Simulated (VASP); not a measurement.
Wanted: the native input for a VASP 6.6.1 run.

- Task: single point
- Functional: PBEsol
- Potentials or basis: VASP PAW PBE potentials, release 64 (Bi_d)
- Cutoff: 520 eV
- k mesh: 8 × 8 × 4
- Occupations: fermi-dirac, width 0.05 eV
- Spin: no spin polarisation
- Dipole correction: no
- Further INCAR settings: ALGO = Fast; EDIFF = 1e-06; NBANDS = 22

The structure of Bi lies in POSCAR:

```
Bi
1.0
    3.2831066280      0.0000000000      0.0214201430
    0.0000000000      3.2118600204      0.0000000000
   -0.0389432601      0.0000000000      5.9324055567
Bi
2
Direct
    0.6901376225      0.0000000000      0.7500022133
    0.3098623775      0.0000000000      0.2499977867
```

One way to write it, as run:

INCAR

```
SYSTEM = Bi
ALGO = Fast ; EDIFF = 1E-6
ENCUT = 520 ; GGA = PS
ISIF = 2 ; ISMEAR = -1
LASPH = .TRUE. ; LCHARG = .FALSE.
LREAL = .FALSE. ; LWAVE = .FALSE.
NBANDS = 22 ; NELM = 100
PREC = Accurate ; SIGMA = 0.05
```

KPOINTS

```
k-points
0
G
  8 8 4
  0 0 0
```

Potentials or basis: VASP PAW PBE potentials, release 64 (Bi_d).

Command:

```console
$ cat potpaw_PBE.64/Bi_d/POTCAR > POTCAR
$ mpirun -np 1 vasp_std > vasp.out
```

It gave:

| Quantity | Value |
| --- | --- |
| Pressure | 1.9 GPa |
| Band gap on the k mesh | zero (bands 15 and 16 overlap by 5.98 eV) |

Caveat: the PAW data sets were made with another functional, which shifts forces and pressure a little; spin-orbit coupling is left out, which moves the levels of the heavy elements.

It took 32 s on 1 thread of Intel(R) Xeon(R) 6975P-C (Granite Rapids) (shared host), peak memory 0.22 GiB.
